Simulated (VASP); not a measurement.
ZrB3:

```
Zr B
1.0
     3.49824    0.00000    0.00000
    -1.74912    3.02957    0.00000
     0.00000    0.00000    3.73559
Zr B
1 3
Cartesian
  0.0000 0.0000 0.0000
  0.0000 0.0000 1.8678
  0.0000 2.0197 0.0000
  1.7491 1.0099 0.0000
```

```yaml
Program: VASP 6.6.1
Task: relaxation of cell and atoms
Functional: PBE
Potentials_or_basis: VASP PAW PBE potentials, release 64 (Zr_sv, B)
Cutoff: 500 eV
k_mesh: 6 × 6 × 6
Occupations: gaussian, width 0.1 eV
Spin: no spin polarisation
```

At the start: pressure 91.4 GPa; volume 9.90 Å³/atom.

Task: How do energy, volume and symmetry change on relaxing?

Result: Over 9 steps the energy falls by 1252.8 meV/atom and the volume is 16.19 Å³/atom (+63.5 %); space group P6/mmm (No. 191, to 0.05 Å).

The path:
| step | energy change (eV) | largest force (eV/Å) | pressure (GPa) | volume (Å³) |
| --- | --- | --- | --- | --- |
| 1 | 0.0000 | 0.0000 | 91.39 | 39.59 |
| 2 | -4.0733 | 0.0000 | -11.83 | 81.55 |
| 3 | -4.8432 | 0.0000 | 0.33 | 63.58 |
| 4 | -4.8428 | 0.0000 | -0.36 | 64.14 |
| 5 | -5.0066 | 0.0000 | -0.67 | 64.99 |
| 6 | -5.0107 | 0.0000 | -0.51 | 65.12 |
| 7 | -5.0108 | 0.0000 | -0.48 | 65.15 |
| 8 | -5.0108 | 0.0000 | -0.45 | 65.17 |
| 9 | -5.0113 | 0.0000 | 0.10 | 64.75 |

Final structure:
```xyz
4
Lattice="4.0085 0.0000 0.0000 -2.0043 3.4715 0.0000 0.0000 0.0000 4.6528" Properties=species:S:1:pos:R:3 pbc="T T T"
Zr    0.0000    0.0000    4.6528
B     0.0000    0.0000    2.3264
B     0.0000    2.3143    0.0000
B     2.0043    1.1572    0.0000
```

Caveat: the volume moved by over 15 % at a fixed basis, so the end points are rough.
